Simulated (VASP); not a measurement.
Wanted: the native input for a VASP 6.6.1 run.

| Item | Value |
| --- | --- |
| Task | single point |
| Functional | PBE |
| Potentials or basis | VASP PAW PBE potentials, release 64 (Mg) |
| Cutoff | 520 eV |
| k mesh | 6 × 6 × 8 |
| Occupations | gaussian, width 0.1 eV |
| Spin | no spin polarisation |
| Dipole correction | no |
| Further INCAR settings | ALGO = Normal; EDIFF = 1e-07; NBANDS = 7 |

The structure of Mg lies in POSCAR:

```
Mg
1.0
    2.1632039300     -2.4638123500      0.0000000000
    2.1632039300      2.4638123500      0.0000000000
   -1.0838267100      0.0000000000      2.2270219700
Mg
1
Direct
    0.5000000000      0.5000000000      0.5000000000
```

The cell was built from a structure type or drawn by symmetry, and may not be a known phase.

One way to write it, as run:

INCAR

```
SYSTEM = Mg
  ALGO = Normal
  EDIFF = 1E-7
  ENCUT = 520
  GGA = PE
  ISIF = 2
  ISMEAR = 0
  LASPH = .True.
  LCHARG = .True.
  LELF = .True.
  LREAL = .False.
  LVHAR = .True.
  LWAVE = .False.
  NBANDS = 7
  NELM = 60
  PREC = Accurate
  SIGMA = 0.1
```

KPOINTS

```
k-points
0
Gamma
  6 6 8
  0 0 0
```

Potentials or basis: VASP PAW PBE potentials, release 64 (Mg).

Launch:

```bash
$ cat potpaw_PBE.64/Mg/POTCAR > POTCAR
$ mpirun -np 1 vasp_std > vasp.out
```

Results of the run:

The pressure is 7.4 GPa and the band gap on the k mesh is zero (bands 1 and 2 overlap by 4.28 eV).

Caveat: the cell stands under pressure.

It took 6.6 s on 1 thread of Intel Xeon 8259CL (shared host), peak memory 0.14 GiB.
